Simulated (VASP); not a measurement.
SbAu:

```xyz
2
Lattice="3.5723 0.0000 0.0000 0.0000 3.5723 0.0000 0.0000 0.0000 3.5723" Properties=species:S:1:pos:R:3 pbc="T T T"
Sb    1.7861    1.7861    1.7861
Au    0.0000    0.0000    0.0000
```

- Program: VASP 6.6.1
- Task: relaxation of cell and atoms
- Functional: r2SCAN
- Potentials or basis: VASP PAW PBE potentials, release 64 (Sb, Au)
- Cutoff: 550 eV
- k mesh: 5 × 5 × 5
- Occupations: fermi-dirac, width 0.1 eV
- Spin: no spin polarisation

At the start: pressure -2.0 GPa; volume 22.79 Å³/atom.

Problem. Where does the relaxation end?

Solution. Over 3 steps the energy falls by 3.3 meV/atom and the volume is 22.28 Å³/atom (-2.3 %); space group Pm-3m (No. 221, to 0.05 Å).

The path:
```tsv
step	energy change (eV)	largest force (eV/Å)	pressure (GPa)	volume (Å³)
1	0.0000	0.0000	-1.98	45.59
2	-0.0023	0.0000	1.76	43.75
3	-0.0066	0.0000	0.01	44.55
```

Final structure:
```yaml
crystal:
  lattice:
    - [3.54508, 0.00000, 0.00000]
    - [0.00000, 3.54508, 0.00000]
    - [0.00000, 0.00000, 3.54508]
  atoms:
    - { symbol: Sb, position: [0.50000, 0.50000, 0.50000] }
    - { symbol: Au, position: [0.00000, 0.00000, 0.00000] }
```

Caveat: the PAW data sets were made with another functional, which shifts forces and pressure a little.
